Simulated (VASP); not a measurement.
# TiO (P-6m2) in VASP: further runs

TiO is run at these levels: r2SCAN; tasks: single point.

Program: VASP 6.6.1. These are calculated values, not measurements. Logs are shortened: lines on timing, memory, paths and dates and some standing lists are left out, and cuts for length are marked.

### Step 1. The cell of the first run

The structure is hexagonal, space group P-6m2 (No. 187). The conventional cell has a = 2.804 Å, b = 2.804 Å, c = 2.819 Å, α = 90.00°, β = 90.00°, γ = 120.00°. Within 2.9 Å of Ti (site symmetry -6m2) lie 6 O at 2.15 Å and 8 Ti at 2.80 to 2.82 Å. Within 2.9 Å of O (site symmetry -6m2) lie 6 Ti at 2.15 Å and 8 O at 2.80 to 2.82 Å.

### Step 2. Single point, r2SCAN

POSCAR reads:

```
TiO
1.0
    2.8035559919      0.0000000000      0.0000000000
   -1.4017779959      2.4279507099      0.0000000000
    0.0000000000      0.0000000000      2.8186160501
Ti O
1 1
Direct
    0.6666666667      0.3333333333      0.0000000000
    0.0000000000      0.0000000000      0.5000000000
```

INCAR.step1 reads:

```
ALGO = Normal
EDIFF = 1E-4
ENCUT = 520
GGA = PE
ISMEAR = 0
LASPH = T
LCHARG = F
LREAL = F
LWAVE = T
NBANDS = 16
NELM = 100
PREC = Accurate
SIGMA = 0.1
```

INCAR.step2 reads:

```
ALGO = Normal
EDIFF = 1E-6
ENCUT = 520
ISIF = 2
ISMEAR = 0
ISTART = 1
LASPH = T
LCHARG = F
LMIXTAU = T
LREAL = F
LWAVE = F
METAGGA = R2SCAN
NBANDS = 16
NELM = 100
PREC = Accurate
SIGMA = 0.1
```

KPOINTS reads:

```
k-points
0
Gamma
  18 18 14
```

Potentials or basis: VASP PAW PBE potentials, release 64 (Ti_sv, O).

Launch:

```
cat potpaw_PBE.64/Ti_sv/POTCAR potpaw_PBE.64/O/POTCAR > POTCAR
cp INCAR.step1 INCAR
mpirun -np 1 vasp_std > vasp.out
cp INCAR.step2 INCAR
mpirun -np 1 vasp_std > vasp.out
```

OUTCAR:

```text
EDIFF = 1E-6
   ENCUT = 520
   ISIF = 2
   ISMEAR = 0
   ISTART = 1
   LASPH = T
   LREAL = F
   METAGGA = R2SCAN
   NELM = 100
   PREC = Accurate

 ion  position               nearest neighbor table
   1  0.667  0.333  0.000-   2 2.15   2 2.15   2 2.15   2 2.15   2 2.15   2 2.15
   2  0.000  0.000  0.500-   1 2.15   1 2.15   1 2.15   1 2.15   1 2.15   1 2.15

  LATTYP: Found a hexagonal cell.
 ALAT       =     2.8035559919
 C/A-ratio  =     1.0053717701

  Lattice vectors:

 A1 = (   2.8035559919,   0.0000000000,   0.0000000000)
 A2 = (  -1.4017779959,   2.4279507099,   0.0000000000)
 A3 = (   0.0000000000,   0.0000000000,   2.8186160501)

Analysis of symmetry for initial positions (statically):
=====================================================================
 Subroutine PRICEL returns:
 Original cell was already a primitive cell.

 Routine SETGRP: Setting up the symmetry group for a
 hexagonal supercell.

 Subroutine GETGRP returns: Found 12 space group operations
 (whereof 12 operations were pure point group operations)
 out of a pool of 24 trial point group operations.

The static configuration has the point symmetry D_3h.

Analysis of symmetry for dynamics (positions and initial velocities):
=====================================================================
 Subroutine PRICEL returns:
 Original cell was already a primitive cell.

 Routine SETGRP: Setting up the symmetry group for a
 hexagonal supercell.

 Subroutine GETGRP returns: Found 12 space group operations
 (whereof 12 operations were pure point group operations)
 out of a pool of 24 trial point group operations.

The dynamic configuration has the point symmetry D_3h.

 Subroutine INISYM returns: Found 12 space group operations
 (whereof 12 operations are pure point group operations),
 and found     1 'primitive' translations

----------------------------------------------------------------------------------------

                                     Primitive cell

  volume of cell :      19.1860

  direct lattice vectors                    reciprocal lattice vectors
     2.803555992  0.000000000  0.000000000     0.356689862  0.205934988  0.000000000
    -1.401777996  2.427950710  0.000000000     0.000000000  0.411869976  0.000000000
     0.000000000  0.000000000  2.818616050     0.000000000  0.000000000  0.354784044

  length of vectors
     2.803555992  2.803555992  2.818616050     0.411869976  0.411869976  0.354784044

  position of ions in fractional coordinates (direct lattice)
     0.666666667  0.333333333  0.000000000
     0.000000000  0.000000000  0.500000000

  ion indices of the primitive-cell ions
   primitive index   ion index
                 1           1
                 2           2

----------------------------------------------------------------------------------------

 KPOINTS: k-points

Automatic generation of k-mesh.
 Grid dimensions read from file:
 generate k-points for:   18   18   14

 Generating k-lattice:

  Cartesian coordinates                     Fractional coordinates (reciprocal lattice)
     0.019816103  0.011440833  0.000000000     0.055555556  0.000000000  0.000000000
     0.000000000  0.022881665  0.000000000     0.000000000  0.055555556  0.000000000
     0.000000000  0.000000000  0.025341717     0.000000000  0.000000000  0.071428571

  Length of vectors
     0.022881665  0.022881665  0.025341717

  Shift w.r.t. Gamma in fractional coordinates (k-lattice)
     0.000000000  0.000000000  0.000000000

 Subroutine IBZKPT returns following result:
 ===========================================

 Found    296 irreducible k-points:

 Following reciprocal coordinates:
            Coordinates               Weight
  0.000000  0.000000  0.000000      1.000000
  0.055556  0.000000  0.000000      6.000000
  0.111111  0.000000  0.000000      6.000000
  0.166667  0.000000  0.000000      6.000000
  0.222222  0.000000  0.000000      6.000000
  0.277778  0.000000  0.000000      6.000000
[... 16 lines left out ...]
  0.333333  0.111111  0.000000     12.000000
  0.388889  0.111111  0.000000     12.000000
 [... further k-points ...]
   k-points           NKPTS =    296   k-points in BZ     NKDIM =    296   number of bands    NBANDS=     16
   number of dos      NEDOS =    301   number of ions     NIONS =      2
   total plane-waves  NPLWV =  13824
   dimension x,y,z NGX =    24 NGY =   24 NGZ =   24
   dimension x,y,z NGXF=    48 NGYF=   48 NGZF=   48
   ions per type =               1   1
   NGX,Y,Z   is equivalent  to a cutoff of  14.23, 14.23, 14.16 a.u.
   NGXF,Y,Z  is equivalent  to a cutoff of  28.46, 28.46, 28.31 a.u.
 SYSTEM =  unknown system
   PREC   = accura    normal or accurate (medium, high low for compatibility)
   ISTART =      1    job   : 0-new  1-cont  2-samecut
   ICHARG =      0    charge: 1-file 2-atom 10-const
   ISPIN  =      1    spin polarized calculation?
   LNONCOLLINEAR =      F non collinear calculations
[... 111 lines left out ...]
      6       3.8522      2.00000
[... 8 lines left out ...]
     15      25.8989      0.00000
     16      28.6230      0.00000

 k-point     6 :       0.2778    0.0000    0.0000
  band No.  band energies     occupation
      1     -48.5234      2.00000
      2     -23.9261      2.00000
      3     -23.6520      2.00000
      4     -23.4889      2.00000
      5     -10.9682      2.00000
      6       3.2988      2.00000
[... 8 lines left out ...]
     15      25.6567      0.00000
     16      28.0711      0.00000

 k-point     7 :       0.3333    0.0000    0.0000
  band No.  band energies     occupation
      1     -48.5001      2.00000
      2     -24.0706      2.00000
      3     -23.6316      2.00000
      4     -23.5189      2.00000
      5     -10.7570      2.00000
      6       2.8261      2.00000
[... 8 lines left out ...]
     15      25.2675      0.00000
     16      27.6246      0.00000

 k-point     8 :       0.3889    0.0000    0.0000
  band No.  band energies     occupation
      1     -48.4810      2.00000
      2     -24.1862      2.00000
      3     -23.6149      2.00000
      4     -23.5433      2.00000
      5     -10.5834      2.00000
      6       2.4665      2.00000
[... 8 lines left out ...]
     15      24.6716      0.00000
     16      27.4336      0.00000

 k-point     9 :       0.4444    0.0000    0.0000
  band No.  band energies     occupation
      1     -48.4685      2.00000
      2     -24.2608      2.00000
      3     -23.6039      2.00000
      4     -23.5592      2.00000
      5     -10.4691      2.00000
      6       2.2420      2.00000
[... 8 lines left out ...]
     15      24.0879      0.00000
     16      27.4149      0.00000
[... 172 lines left out ...]
 k-point    19 :       0.1111    0.1111    0.0000
  band No.  band energies     occupation
      1     -48.5607      2.00000
      2     -23.6849      2.00000
      3     -23.6765      2.00000
      4     -23.4502      2.00000
      5     -11.3053      2.00000
      6       4.2054      2.00000
[... 8 lines left out ...]
     15      26.0222      0.00000
     16      28.9386      0.00000

 k-point    20 :       0.1667    0.1111    0.0000
  band No.  band energies     occupation
      1     -48.5390      2.00000
      2     -23.8067      2.00000
      3     -23.6658      2.00000
      4     -23.4899      2.00000
      5     -11.1090      2.00000
      6       3.7239      2.00000
[... 8 lines left out ...]
     15      25.8447      0.00000
     16      28.5066      0.00000

 k-point    21 :       0.2222    0.1111    0.0000
  band No.  band energies     occupation
      1     -48.5158      2.00000
      2     -23.9417      2.00000
      3     -23.6454      2.00000
      4     -23.5325      2.00000
      5     -10.8990      2.00000
      6       3.2657      2.00000
[... 8 lines left out ...]
     15      25.6409      0.00000
     16      27.9965      0.00000

 k-point    22 :       0.2778    0.1111    0.0000
  band No.  band energies     occupation
      1     -48.4939      2.00000
      2     -24.0660      2.00000
      3     -23.6262      2.00000
      4     -23.5728      2.00000
      5     -10.7004      2.00000
      6       2.8731      2.00000
[... 8 lines left out ...]
     15      25.3096      0.00000
     16      27.5439      0.00000

 k-point    23 :       0.3333    0.1111    0.0000
  band No.  band energies     occupation
      1     -48.4760      2.00000
      2     -24.1656      2.00000
      3     -23.6105      2.00000
      4     -23.6055      2.00000
      5     -10.5372      2.00000
      6       2.5746      2.00000
[... 8 lines left out ...]
     15      24.7835      0.00000
     16      27.2899      0.00000

 k-point    24 :       0.3889    0.1111    0.0000
  band No.  band energies     occupation
      1     -48.4642      2.00000
      2     -24.2298      2.00000
      3     -23.6268      2.00000
      4     -23.6002      2.00000
      5     -10.4298      2.00000
      6       2.3885      2.00000
[... 8 lines left out ...]
     15      24.2357      0.00000
     16      27.2026      0.00000

 [... further k-points ...]

------------------------ aborting loop because EDIFF is reached ----------------------------------------

  FORCE on cell =-STRESS in cart. coord.  units (eV):
  Direction    XX          YY          ZZ          XY          YZ          ZX
  --------------------------------------------------------------------------------------
  -------------------------------------------------------------------------------------
  Total        0.1919859      0.1919859      0.2631396      0.0000000      0.0000000      0.0000000
  in kB       16.0322613     16.0322613     21.9741338      0.0000000      0.0000000      0.0000000
  external PRESSURE =      18.0128855 kB  Pullay stress =       0.0000000 kB

 VOLUME and BASIS-vectors are now :
 -----------------------------------------------------------------------------
  energy-cutoff  :      520.00
  volume of cell :       19.19
      direct lattice vectors                 reciprocal lattice vectors
     2.803555992  0.000000000  0.000000000     0.356689862  0.205934988  0.000000000
    -1.401777996  2.427950710  0.000000000     0.000000000  0.411869976  0.000000000
     0.000000000  0.000000000  2.818616050     0.000000000  0.000000000  0.354784044

 POSITION                                       TOTAL-FORCE (eV/Angst)
 -----------------------------------------------------------------------------------
      1.40178      0.80932      0.00000        -0.000000      0.000000      0.000000
      0.00000      0.00000      1.40931         0.000000     -0.000000      0.000000
 -----------------------------------------------------------------------------------
    total drift:                               -0.000000      0.000000      0.000000

  FREE ENERGIE OF THE ION-ELECTRON SYSTEM (eV)
  ---------------------------------------------------
  free  energy   TOTEN  =       -24.3767987982 eV

  energy  without entropy=      -24.3766068902  energy(sigma->0) =      -24.37670284
```

It took 3.4 min on 1 thread of Intel Xeon Platinum 8375C at 2.90GHz (Ice Lake), shared host; peak memory 0.21 GiB.

What came out:

```
Free energy            : -24.3768 eV
Pressure               : 1.8 GPa
Band gap on the k mesh : zero (bands 9 and 10 overlap by 0.03 eV)
```

Caveat: the PAW data sets were made with another functional, which shifts forces and pressure a little; semilocal functionals often make such compounds metallic where correlation or magnetic order opens a gap, which also shifts bond lengths.

### Step 3. Single point, r2SCAN (9.88 Å³/atom)

This run uses another cell than the first one, of 9.88 Å³/atom.

POSCAR reads:

```
TiO
1.0
    2.8332460354      0.0000000000      0.0000000000
   -1.4166230177      2.4536630419      0.0000000000
    0.0000000000      0.0000000000      2.8426476663
Ti O
1 1
Direct
    0.6666666667      0.3333333333      0.0000000000
    0.0000000000      0.0000000000      0.5000000000
```

INCAR.step1 reads:

```
SYSTEM = TiO
ALGO = Normal
EDIFF = 1E-4
ENCUT = 520
GGA = PE
ISMEAR = 0
LASPH = .TRUE.
LCHARG = .FALSE.
LREAL = .FALSE.
LWAVE = .TRUE.
NBANDS = 16
NELM = 60
PREC = Accurate
SIGMA = 0.1
```

INCAR.step2 reads:

```
SYSTEM = TiO
ALGO = Normal
EDIFF = 1E-6
ENCUT = 520
ISIF = 2
ISMEAR = 0
ISTART = 1
LASPH = .TRUE.
LCHARG = .TRUE.
LELF = .TRUE.
LMIXTAU = .TRUE.
LREAL = .FALSE.
LVHAR = .TRUE.
LWAVE = .FALSE.
METAGGA = R2SCAN
NBANDS = 16
NELM = 60
PREC = Accurate
SIGMA = 0.1
```

KPOINTS reads:

```
k-points
0
G
  18 18 14
  0 0 0
```

Potentials or basis: VASP PAW PBE potentials, release 64 (Ti_sv, O).

Launch:

```
cat potpaw_PBE.64/Ti_sv/POTCAR potpaw_PBE.64/O/POTCAR > POTCAR
cp INCAR.step1 INCAR
mpirun -np 1 vasp_std > vasp.out
cp INCAR.step2 INCAR
mpirun -np 1 vasp_std > vasp.out
```

Wall time 3.8 min (1 thread of Intel Xeon Platinum 8375C at 2.90GHz (Ice Lake), shared host); peak memory 0.21 GiB.

It converged, with:

```yaml
Free_energy: -24.3709 eV
Pressure: -5.4 GPa
Band_gap_on_the_k_mesh: zero (bands 9 and 10 overlap by 0.03 eV)
```

Stress tensor (GPa, compression positive):
```
-5.59  0.00  0.00
 0.00 -5.59  0.00
 0.00  0.00 -5.05
```

Levels at points of the mesh, in eV from the Fermi level:
| k point | band 6 | band 7 | band 8 | band 9 | band 10 | band 11 | band 12 | band 13 |
| --- | --- | --- | --- | --- | --- | --- | --- | --- |
| (0.00, 0.00, 0.00) | -5.93 | -5.93 | -5.76 | -3.06 | 1.62 | 1.62 | 1.73 | 2.26 |
| (0.50, 0.00, 0.00) | -9.23 | -6.76 | -5.72 | -2.52 | 1.79 | 1.89 | 2.90 | 2.91 |
| (0.00, 0.00, 0.50) | -9.59 | -5.58 | -5.58 | 0.01 | 0.01 | 0.58 | 2.08 | 2.08 |
| (0.50, 0.00, 0.50) | -8.28 | -8.16 | -6.86 | -0.95 | 1.90 | 2.84 | 2.88 | 3.66 |

Caveat: the cell stands under tension; the PAW data sets were made with another functional, which shifts forces and pressure a little; semilocal functionals often make such compounds metallic where correlation or magnetic order opens a gap, which also shifts bond lengths.

### Step 4. Single point, r2SCAN (10.17 Å³/atom)

This run uses another cell than the first one, of 10.17 Å³/atom.

POSCAR reads:

```
TiO
1.0
    2.8622921536      0.0000000000      0.0000000000
   -1.4311460768      2.4788177181      0.0000000000
    0.0000000000      0.0000000000      2.8663705563
Ti O
1 1
Direct
    0.6666666667      0.3333333333      0.0000000000
    0.0000000000      0.0000000000      0.5000000000
```

INCAR.step1 reads:

```
PREC     = Accurate       # precision mode
ENCUT    = 520            # plane-wave cutoff, eV
ISMEAR   = 0              # smearing method
SIGMA    = 0.1            # smearing width, eV
LREAL    = False          # projectors in reciprocal space
LASPH    = True           # aspherical terms in the spheres
NELM     = 60             # most SCF steps
NBANDS   = 16             # bands
GGA      = PE             # functional
ALGO     = Normal         # electronic algorithm
EDIFF    = 1E-4           # SCF threshold, eV
LWAVE    = True           # write WAVECAR
LCHARG   = False          # write CHGCAR
```

INCAR.step2 reads:

```
PREC     = Accurate       # precision mode
ENCUT    = 520            # plane-wave cutoff, eV
EDIFF    = 1E-7           # SCF threshold, eV
ISMEAR   = 0              # smearing method
SIGMA    = 0.1            # smearing width, eV
LREAL    = False          # projectors in reciprocal space
LASPH    = True           # aspherical terms in the spheres
NELM     = 60             # most SCF steps
ALGO     = Normal         # electronic algorithm
ISIF     = 2              # what is computed and relaxed
LWAVE    = False          # write WAVECAR
LCHARG   = False          # write CHGCAR
METAGGA  = R2SCAN         # meta-GGA
LMIXTAU  = True         
NBANDS   = 16             # bands
ISTART   = 1
```

KPOINTS reads:

```
regular mesh
0
Gamma
  18 18 14
```

Launch:

```
cat potpaw_PBE.64/Ti_sv/POTCAR potpaw_PBE.64/O/POTCAR > POTCAR
cp INCAR.step1 INCAR
mpirun -np 1 vasp_std > vasp.out
cp INCAR.step2 INCAR
mpirun -np 1 vasp_std > vasp.out
```

Wall time 3.7 min (1 thread of Intel Xeon Platinum 8375C at 2.90GHz (Ice Lake), shared host); peak memory 0.22 GiB.

Results (log left out):

```yaml
Free_energy: -24.3410 eV
Pressure: -11.6 GPa
Band_gap_on_the_k_mesh: zero (bands 9 and 10 overlap by 0.03 eV)
```

Stress tensor (GPa, compression positive):
```
-11.74   0.00   0.00
  0.00 -11.74   0.00
  0.00   0.00 -11.25
```

Levels at points of the mesh, in eV from the Fermi level:
```
           k point  band 6  band 7  band 8  band 9  band 10  band 11  band 12  band 13
(0.00, 0.00, 0.00)   -5.81   -5.81   -5.65   -2.97     1.53     1.56     1.56     2.18
(0.50, 0.00, 0.00)   -9.03   -6.59   -5.62   -2.42     1.73     1.79     2.78     2.80
(0.00, 0.00, 0.50)   -9.40   -5.46   -5.46    0.02     0.02     0.55     2.01     2.01
(0.50, 0.00, 0.50)   -8.11   -7.98   -6.70   -0.94     1.79     2.71     2.76     3.51
```

Caveat: the cell stands under tension; the PAW data sets were made with another functional, which shifts forces and pressure a little; semilocal functionals often make such compounds metallic where correlation or magnetic order opens a gap, which also shifts bond lengths.

### Step 5. Single point, r2SCAN (10.55 Å³/atom)

This run uses another cell than the first one, of 10.55 Å³/atom.

POSCAR reads:

```
TiO
1.0
    2.9001111560      0.0000000000      0.0000000000
   -1.4500555780      2.5115699349      0.0000000000
    0.0000000000      0.0000000000      2.8974622484
Ti O
1 1
Direct
    0.6666666667      0.3333333333      0.0000000000
    0.0000000000      0.0000000000      0.5000000000
```

INCAR.step1 reads:

```
PREC = Accurate ; ENCUT = 520
ISMEAR = 0 ; SIGMA = 0.1
LREAL = F ; LASPH = T
NELM = 100 ; NBANDS = 16
GGA = PE ; ALGO = Normal
EDIFF = 1E-4 ; LWAVE = T
LCHARG = F
```

INCAR.step2 reads:

```
PREC = Accurate ; ENCUT = 520
EDIFF = 1E-6 ; ISMEAR = 0
SIGMA = 0.1 ; LREAL = F
LASPH = T ; NELM = 100
ALGO = Normal ; ISIF = 2
LWAVE = F ; LCHARG = F
METAGGA = R2SCAN ; LMIXTAU = T
NBANDS = 16 ; ISTART = 1
```

KPOINTS reads:

```
Automatic mesh
0
Gamma
  18 18 14
```

Launch:

```
cat potpaw_PBE.64/Ti_sv/POTCAR potpaw_PBE.64/O/POTCAR > POTCAR
cp INCAR.step1 INCAR
mpirun -np 1 vasp_std > vasp.out
cp INCAR.step2 INCAR
mpirun -np 1 vasp_std > vasp.out
```

It took 3.5 min on 1 thread of Intel Xeon Platinum 8375C at 2.90GHz (Ice Lake), shared host; peak memory 0.22 GiB.

Results (log left out):

| Quantity | Value |
| --- | --- |
| Free energy | -24.2697 eV |
| Pressure | -18.4 GPa |
| Band gap on the k mesh | zero (bands 9 and 10 overlap by 0.02 eV) |

Stress tensor (GPa, compression positive):
```
-18.55   0.00   0.00
  0.00 -18.55   0.00
  0.00   0.00 -18.13
```

Levels at points of the mesh, in eV from the Fermi level:
| k point | band 7 | band 8 | band 9 | band 10 | band 11 | band 12 |
| --- | --- | --- | --- | --- | --- | --- |
| (0.00, 0.00, 0.00) | -5.65 | -5.51 | -2.86 | 1.28 | 1.47 | 1.47 |
| (0.50, 0.00, 0.00) | -6.37 | -5.48 | -2.31 | 1.66 | 1.66 | 2.63 |
| (0.00, 0.00, 0.50) | -5.31 | -5.31 | 0.02 | 0.02 | 0.52 | 1.92 |
| (0.50, 0.00, 0.50) | -7.75 | -6.49 | -0.92 | 1.66 | 2.56 | 2.61 |

Caveat: the cell stands under tension; the PAW data sets were made with another functional, which shifts forces and pressure a little; semilocal functionals often make such compounds metallic where correlation or magnetic order opens a gap, which also shifts bond lengths.

### Step 6. Summary

```tsv
cell	gap on the mesh (eV)	pressure (GPa)
a = 2.804, b = 2.804, c = 2.819 Å, angles 90.0, 90.0, 120.0°, 2 atoms	none	1.8
a = 2.833, b = 2.833, c = 2.843 Å, angles 90.0, 90.0, 120.0°, 2 atoms	none	-5.4
a = 2.862, b = 2.862, c = 2.866 Å, angles 90.0, 90.0, 120.0°, 2 atoms	none	-11.6
a = 2.900, b = 2.900, c = 2.897 Å, angles 90.0, 90.0, 120.0°, 2 atoms	none	-18.4
```

Alike in all rows: task single point; level r2SCAN; potentials or basis VASP PAW PBE potentials, release 64 (Ti_sv, O); no spin polarisation; k mesh 18 × 18 × 14; cutoff (eV) 520; smearing gaussian 0.1 eV.

Caveats: the PAW data sets were made with another functional, which shifts forces and pressure a little; semilocal functionals often make such compounds metallic where correlation or magnetic order opens a gap, which also shifts bond lengths; the cell stands under tension (at least some runs).

Absolute energies hang on the potentials; compare differences alone.
